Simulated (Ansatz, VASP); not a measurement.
## Cu in VASP and in Ansatz

Contents of INCAR:

```
SYSTEM = Cu
  ALGO = Normal
  EDIFF = 1E-7
  ENCUT = 520
  GGA = CA
  ISIF = 2
  ISMEAR = 1
  LASPH = .True.
  LCHARG = .False.
  LREAL = .False.
  LWAVE = .False.
  NBANDS = 12
  NELM = 100
  PREC = Accurate
  SIGMA = 0.1
```

Contents of KPOINTS:

```
k-points
0
Gamma
  39 39 39
  0 0 0
```

File POSCAR:

```
Cu
1.0
    0.0000000000      1.7589818850      1.7589818850
    1.7589818850      0.0000000000      1.7589818850
    1.7589818850      1.7589818850      0.0000000000
Cu
1
Direct
    0.0000000000      0.0000000000      0.0000000000
```

Input for Ansatz:

```yaml
crystal:
  lattice:
    - [0.0, 1.758981885, 1.758981885]
    - [1.758981885, 0.0, 1.758981885]
    - [1.758981885, 1.758981885, 0.0]
  atoms:
    - { symbol: Cu, position: [0.0, 0.0, 0.0] }
kpoints:
  mp_grid: { grid: [39, 39, 39] }
scf:
  occupations: { method: cold, width: 0.1 }
hamiltonian:
  xc: lda
  pseudopotentials: { kind: paw, azcp: { folder: soft_1 } }
output:
  forces: true
  stress: true
  populations: false
```

Alike in both runs: task single point; functional LDA; k mesh 39 × 39 × 39; no spin polarisation.

|  | VASP | Ansatz |
| --- | --- | --- |
| version | VASP 6.6.1 | Ansatz 0.2.0 |
| potentials or method | VASP PAW LDA potentials, release 64 (Cu) | plane-wave PAW, scalar-relativistic |
| plane-wave cutoff (eV) | 520 | 420 |
| occupations | methfessel-paxton of order 1, width 0.1 eV | cold, width 0.1 eV |
| valence electrons in the cell | 11 | 19 |

|  | VASP | Ansatz | Ansatz less VASP |
| --- | --- | --- | --- |
| pressure (GPa) | 0.9 | 0.0 | -0.93 |

Ansatz warns that its potentials were made for another functional, while VASP's fit it. LDA's correlation is that of Perdew and Zunger in VASP and of Perdew and Wang (1992) in Ansatz. VASP's potentials hold 11 valence electrons a cell and Ansatz's 19, so a difference there can come from the potentials and not from the codes.
